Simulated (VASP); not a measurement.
# H2C32O in VASP: single point with PBE

Aim: the single point of H2C32O with PBE.

Everything below comes from runs of VASP 6.6.1. Logs are shortened: lines on timing, memory, paths and dates and some standing lists are left out, and cuts for length are marked.

**1. The cell of the first run**

The cell holds a slab with vacuum, 35 atoms: a = 9.864 Å, b = 9.864 Å, c = 13.000 Å, α = 90.00°, β = 90.00°, γ = 120.00°.

**2. Single point, PBE**

Contents of INCAR:

```
SYSTEM = H2C32O
  ALGO = Normal
  EDIFF = 1E-6
  ENCUT = 520
  GGA = PE
  ISIF = 2
  ISMEAR = -1
  LASPH = .True.
  LCHARG = .True.
  LELF = .True.
  LREAL = Auto
  LVHAR = .True.
  LWAVE = .False.
  NBANDS = 91
  NELM = 60
  PREC = Accurate
  SIGMA = 0.05
```

Contents of KPOINTS:

```
k-points
0
Gamma
  2 2 1
  0 0 0
```

Contents of POSCAR:

```
H2C32O
1.0
    9.8640000000      0.0000000000      0.0000000000
   -4.9320000000      8.5424750000      0.0000000000
    0.0000000000      0.0000000000     13.0000000000
C O H
32 1 2
Direct
   -0.0005719216     -0.0005197557      0.0609636923
    0.1661015723      0.0828420335      0.0609718462
   -0.0005512268      0.2495196064      0.0611024615
    0.1661634891      0.3329019985      0.0610659231
   -0.0005379807      0.4995975991      0.0610433077
    0.1661208325      0.5828953553      0.0609917692
   -0.0005679454      0.7495382778      0.0609450000
    0.1660924381      0.8328541787      0.0609431538
    0.2494284041     -0.0004929485      0.0609666154
    0.4160841562      0.0828461307      0.0610095385
    0.2494589551      0.2495225330      0.0610106923
    0.4161136228      0.3328817468      0.0610085385
    0.2494647884      0.4995784009      0.0610198462
    0.4161147422      0.5828854050      0.0609713846
    0.2494362352      0.7495401508      0.0609507692
    0.4160860280      0.8328439943      0.0609596154
    0.4993895306     -0.0005102737      0.0610176154
    0.6660514093      0.0827893555      0.0610794615
    0.4994019906      0.2495189041      0.0610470000
    0.6660599383      0.3328907606      0.0611238462
    0.4994331918      0.4995425799      0.0609830769
    0.6660890567      0.5828810737      0.0609754615
    0.4994299077      0.7495319565      0.0609428462
    0.6660737253      0.8328313516      0.0609280769
    0.7493803995     -0.0005398904      0.0609790000
    0.9160557916      0.0827881849      0.0610137692
    0.7493897016      0.2495117633      0.0611874615
    0.9161128012      0.3329163972      0.0611367692
    0.7494270845      0.4995603733      0.0610366154
    0.9160968077      0.5828900875      0.0610000000
    0.7494192576      0.7495280934      0.0609308462
    0.9160751205      0.8328294786      0.0609386154
    0.8892272591      0.2066274704      0.3461853077
    0.8278567250      0.2354480405      0.3026017692
    0.9665973613      0.2075221760      0.2997385385
```

Potentials or basis: VASP PAW PBE potentials, release 64 (C, O, H).

Launch:

```sh
cat potpaw_PBE.64/C/POTCAR potpaw_PBE.64/O/POTCAR potpaw_PBE.64/H/POTCAR > POTCAR
mpirun -np 1 vasp_std > vasp.out
```

OUTCAR:

```text
SYSTEM = H2C32O
   EDIFF = 1E-6
   ENCUT = 520
   GGA = PE
   ISIF = 2
   ISMEAR = -1
   LASPH = .True.
   LREAL = Auto
   NELM = 60
   PREC = Accurate

 ion  position               nearest neighbor table
   1  0.999  0.999  0.061-  32 1.42   2 1.42  26 1.42
   2  0.166  0.083  0.061-   9 1.42   1 1.42  11 1.42
   3  0.999  0.250  0.061-   4 1.42  26 1.42  28 1.42
   4  0.166  0.333  0.061-  11 1.42  13 1.42   3 1.42
   5  0.999  0.500  0.061-  30 1.42   6 1.42  28 1.42
   6  0.166  0.583  0.061-  15 1.42   5 1.42  13 1.42
[... 24 lines left out ...]
  31  0.749  0.750  0.061-  22 1.42  24 1.42  32 1.42
  32  0.916  0.833  0.061-   7 1.42   1 1.42  31 1.42
  33  0.889  0.207  0.346-  35 0.97  34 0.97
  34  0.828  0.235  0.303-  33 0.97
  35  0.967  0.208  0.300-  33 0.97

  LATTYP: Found a hexagonal cell.
 ALAT       =     9.8640000000
 C/A-ratio  =     1.3179237632

  Lattice vectors:

 A1 = (   9.8640000000,   0.0000000000,   0.0000000000)
 A2 = (  -4.9320000000,   8.5424750000,   0.0000000000)
 A3 = (   0.0000000000,   0.0000000000,  13.0000000000)

Analysis of symmetry for initial positions (statically):
=====================================================================
 Subroutine PRICEL returns:
 Original cell was already a primitive cell.

 Routine SETGRP: Setting up the symmetry group for a
 hexagonal supercell.

 Subroutine GETGRP returns: Found  1 space group operations
 (whereof  1 operations were pure point group operations)
 out of a pool of 24 trial point group operations.

The static configuration has the point symmetry C_1 .

Analysis of symmetry for dynamics (positions and initial velocities):
=====================================================================
 Subroutine PRICEL returns:
 Original cell was already a primitive cell.

 Routine SETGRP: Setting up the symmetry group for a
 hexagonal supercell.

 Subroutine GETGRP returns: Found  1 space group operations
 (whereof  1 operations were pure point group operations)
 out of a pool of 24 trial point group operations.

The dynamic configuration has the point symmetry C_1 .

 Subroutine INISYM returns: Found  1 space group operations
 (whereof  1 operations are pure point group operations),
 and found     1 'primitive' translations

----------------------------------------------------------------------------------------

                                     Primitive cell

  volume of cell :    1095.4187

  direct lattice vectors                    reciprocal lattice vectors
     9.864000000  0.000000000  0.000000000     0.101378751  0.058531046  0.000000000
    -4.932000000  8.542475000  0.000000000     0.000000000  0.117062093  0.000000000
     0.000000000  0.000000000 13.000000000     0.000000000  0.000000000  0.076923077

  length of vectors
     9.864000000  9.864000361 13.000000000     0.117062097  0.117062093  0.076923077

  position of ions in fractional coordinates (direct lattice)
     0.999428078  0.999480244  0.060963692
     0.166101572  0.082842034  0.060971846
     0.999448773  0.249519606  0.061102461
     0.166163489  0.332901998  0.061065923
     0.999462019  0.499597599  0.061043308
     0.166120832  0.582895355  0.060991769
[... 27 lines left out ...]
     0.827856725  0.235448041  0.302601769
     0.966597361  0.207522176  0.299738539

  ion indices of the primitive-cell ions
   primitive index   ion index
                 1           1
                 2           2
                 3           3
                 4           4
                 5           5
                 6           6
[... 27 lines left out ...]
                34          34
                35          35

----------------------------------------------------------------------------------------

 KPOINTS: k-points

Automatic generation of k-mesh.
 Grid dimensions read from file:
 generate k-points for:    2    2    1

 Generating k-lattice:

  Cartesian coordinates                     Fractional coordinates (reciprocal lattice)
     0.050689376  0.029265523  0.000000000     0.500000000 -0.000000000  0.000000000
     0.000000000  0.058531046  0.000000000     0.000000000  0.500000000  0.000000000
     0.000000000  0.000000000  0.076923077     0.000000000  0.000000000  1.000000000

  Length of vectors
     0.058531048  0.058531046  0.076923077

  Shift w.r.t. Gamma in fractional coordinates (k-lattice)
     0.000000000  0.000000000  0.000000000

 Subroutine IBZKPT returns following result:
 ===========================================

 Found      4 irreducible k-points:

 Following reciprocal coordinates:
            Coordinates               Weight
  0.000000  0.000000  0.000000      1.000000
  0.500000 -0.000000  0.000000      1.000000
  0.000000  0.500000  0.000000      1.000000
  0.500000  0.500000  0.000000      1.000000
   k-points           NKPTS =      4   k-points in BZ     NKDIM =      4   number of bands    NBANDS=     91
   number of dos      NEDOS =    301   number of ions     NIONS =     35
   total plane-waves  NPLWV = 627200
   dimension x,y,z NGX =    80 NGY =   80 NGZ =   98
   dimension x,y,z NGXF=   160 NGYF=  160 NGZF=  196
   ions per type =              32   1   2
   NGX,Y,Z   is equivalent  to a cutoff of  13.48, 13.48, 12.53 a.u.
   NGXF,Y,Z  is equivalent  to a cutoff of  26.97, 26.97, 25.06 a.u.
 SYSTEM =  H2C32O
   PREC   = accura    normal or accurate (medium, high low for compatibility)
   ISTART =      0    job   : 0-new  1-cont  2-samecut
   ICHARG =      2    charge: 1-file 2-atom 10-const
   ISPIN  =      1    spin polarized calculation?
   LNONCOLLINEAR =      F non collinear calculations
   LSORBIT =      F    spin-orbit coupling
   LASPH  =      T    aspherical Exc in radial PAW
   ENCUT  =  520.0 eV  38.22 Ry    6.18 a.u.  18.34 18.34 24.17*2*pi/ulx,y,z
   NELM   =     60;   NELMIN=  2; NELMDL= -5     # of ELM steps
   EDIFF  = 0.1E-05   stopping-criterion for ELM
   LREAL  =      T    real-space projection
   EDIFFG = 0.1E-04   stopping-criterion for IOM
   NSW    =      0    number of steps for IOM
   IBRION =     -1    ionic relax: 0-MD 1-quasi-New 2-CG
   NFREE  =      0    steps in history (QN), initial steepest desc. (CG)
   ISIF   =      2    stress and relaxation
   ISYM   =      2    0-nonsym 1-usesym 2-fastsym
   POTIM  = 0.5000    time-step for ionic-motion
   TEBEG  =    0.0;   TEEND  =   0.0 temperature during run
   PSTRESS=    0.0 pullay stress
   NELECT =     136.0000    total number of electrons
   NUPDOWN=      -1.0000    fix difference up-down
   EMIN   =  10.00;   EMAX   =-10.00  energy-range for DOS
   EFERMI =   0.00;   METHOD = LEGACY
   ISMEAR =    -1;   SIGMA  =   0.05  broadening in eV -4-tet -1-fermi 0-gaus
   EFERMI_NEDOS =   21; number of points for ismear=-14 and -15
   IALGO  =     38    algorithm
   IMIX   =      4    mixing-type and parameters
     AMIX     =   0.40;   BMIX     =  1.00
     AMIX_MAG =   1.60;   BMIX_MAG =  1.00
  volume/ion in A,a.u.               =      31.30       211.21
  Fermi-wavevector in a.u.,A,eV,Ry     =   0.816697  1.543334  9.075010  0.666994
  Thomas-Fermi vector in A             =   1.927012
   LORBIT       =      0    0 simple, 1 ext, 2 COOP (PROOUT), +10 PAW based schemes
   GGA     = PE    functional components
   LHFCALC =     F    Hartree Fock is set to
   AEXX    =    0.0000 exact exchange contribution
   IVDW    =     0    specifies the selected vdW correction
   LEPSILON=     F    determine dielectric tensor
   LRPA    =     F    only Hartree local field effects (RPA)
 non-spin polarized calculation
  energy-cutoff  :      520.00
  volume of cell :     1095.42
 maximum number of plane-waves:     29533
 NGX is ok and might be reduce to    80
   NGX = 37   NGY = 37   NGZ = 49

 number of electron     135.9999998 magnetization

 Free energy of the ion-electron system (eV)
  ---------------------------------------------------
  ext. energy  EPLUGINS =         0.00000000
  ---------------------------------------------------
  free energy    TOTEN  =      -309.48371398 eV

  energy without entropy =     -309.48371397  energy(sigma->0) =     -309.48371398

 E-fermi :  -2.0692     XC(G=0):  -3.5889

 val. band max:       -3.0503383292   @ k =   0.5000   0.5000   0.0000
 cond. band min:      -1.0877139714   @ k =   0.5000  -0.0000   0.0000
 fundamental gap:      1.9626243577
 Fermi energy:        -2.0691932639

 k-point     1 :       0.0000    0.0000    0.0000
  band No.  band energies     occupation
      1     -22.8409      2.00000
      2     -21.5538      2.00000
      3     -20.1004      2.00000
      4     -20.0962      2.00000
      5     -20.0886      2.00000
      6     -20.0850      2.00000
[... 72 lines left out ...]
     79       2.0626      0.00000
     80       2.8573      0.00000

 k-point     2 :       0.5000   -0.0000    0.0000
  band No.  band energies     occupation
      1     -22.8408      2.00000
      2     -21.1897      2.00000
      3     -21.1807      2.00000
      4     -20.4534      2.00000
      5     -20.4514      2.00000
      6     -19.0114      2.00000
[... 72 lines left out ...]
     79       2.4049      0.00000
     80       2.6354      0.00000

 k-point     3 :       0.0000    0.5000    0.0000
  band No.  band energies     occupation
      1     -22.8408      2.00000
      2     -21.1925      2.00000
      3     -21.1777      2.00000
      4     -20.4528      2.00000
      5     -20.4523      2.00000
      6     -19.0112      2.00000
[... 72 lines left out ...]
     79       2.4609      0.00000
     80       2.5627      0.00000

 k-point     4 :       0.5000    0.5000    0.0000
  band No.  band energies     occupation
      1     -22.8408      2.00000
      2     -21.1884      2.00000
      3     -21.1820      2.00000
      4     -20.4540      2.00000
      5     -20.4508      2.00000
      6     -19.0117      2.00000
[... 72 lines left out ...]
     79       2.3764      0.00000
     80       2.6831      0.00000
 [bands above 80 left out]

------------------------ aborting loop because EDIFF is reached ----------------------------------------

  FORCE on cell =-STRESS in cart. coord.  units (eV):
  Direction    XX          YY          ZZ          XY          YZ          ZX
  --------------------------------------------------------------------------------------
  -------------------------------------------------------------------------------------
  Total        1.8886416      1.6155364     -0.1404669      0.0150473      0.0045634     -0.0108773
  in kB        2.7623582      2.3629101     -0.2054491      0.0220084      0.0066746     -0.0159093
  external PRESSURE =       1.6399397 kB  Pullay stress =       0.0000000 kB

 VOLUME and BASIS-vectors are now :
 -----------------------------------------------------------------------------
  energy-cutoff  :      520.00
  volume of cell :     1095.42
      direct lattice vectors                 reciprocal lattice vectors
     9.864000000  0.000000000  0.000000000     0.101378751  0.058531046  0.000000000
    -4.932000000  8.542475000  0.000000000     0.000000000  0.117062093  0.000000000
     0.000000000  0.000000000 13.000000000     0.000000000  0.000000000  0.076923077

 POSITION                                       TOTAL-FORCE (eV/Angst)
 -----------------------------------------------------------------------------------
      4.92892      8.53803      0.79253        -0.004050     -0.004057      0.001226
      1.22985      0.70768      0.79263         0.005826      0.004017     -0.001321
      8.62793      2.13151      0.79433        -0.004992     -0.003920     -0.000410
     -0.00284      2.84381      0.79386         0.005484      0.004983      0.000922
      7.39468      4.26780      0.79356        -0.005468     -0.003618     -0.001678
     -1.23622      4.97937      0.79289         0.005867      0.004320     -0.000524
[... 27 lines left out ...]
      7.00475      2.01131      3.93382        -0.130403      0.031756     -0.043506
      8.51102      1.77275      3.89660         0.127445     -0.009667     -0.052240
 -----------------------------------------------------------------------------------
    total drift:                                0.030329     -0.014463     -0.045454

  FREE ENERGIE OF THE ION-ELECTRON SYSTEM (eV)
  ---------------------------------------------------
  free  energy   TOTEN  =      -309.4837139849 eV

  energy  without entropy=     -309.4837139676  energy(sigma->0) =     -309.48371398
```

Wall time 17 min (1 thread of Intel Xeon Platinum 8559C (Emerald Rapids), shared host); peak memory 1.3 GiB.

What came out:

```yaml
Free_energy: -309.4837 eV
Largest_force: 0.141 eV/Å
Band_gap_on_the_k_mesh: 1.96 eV
```

Forces on the atoms (eV/Å):
```
C   -0.004 -0.004  0.001
C    0.006  0.004 -0.001
C   -0.005 -0.004  0.000
C    0.005  0.005  0.001
C   -0.005 -0.004 -0.002
C    0.006  0.004 -0.001
C   -0.005 -0.003  0.001
C    0.006  0.003  0.000
C   -0.004 -0.004  0.000
C    0.005  0.004  0.000
C   -0.004 -0.004  0.000
C    0.005  0.005  0.000
C   -0.005 -0.003 -0.001
C    0.006  0.003  0.000
C   -0.005 -0.004  0.000
C    0.006  0.004 -0.001
C   -0.005 -0.004  0.001
C    0.006  0.003  0.001
C   -0.006 -0.005 -0.001
C    0.006  0.005  0.001
C   -0.005 -0.003  0.001
C    0.005  0.004 -0.001
C   -0.005 -0.003  0.001
C    0.006  0.003 -0.001
C   -0.005 -0.005  0.001
C    0.005  0.002  0.000
C   -0.006 -0.005  0.000
C    0.004  0.005  0.001
C   -0.006 -0.004 -0.001
C    0.005  0.004  0.000
C   -0.004 -0.004  0.001
C    0.006  0.004 -0.001
O   -0.004 -0.022  0.097
H   -0.130  0.032 -0.044
H    0.127 -0.010 -0.052
```

Caveat: there is no dipole correction, which matters where the two faces differ.
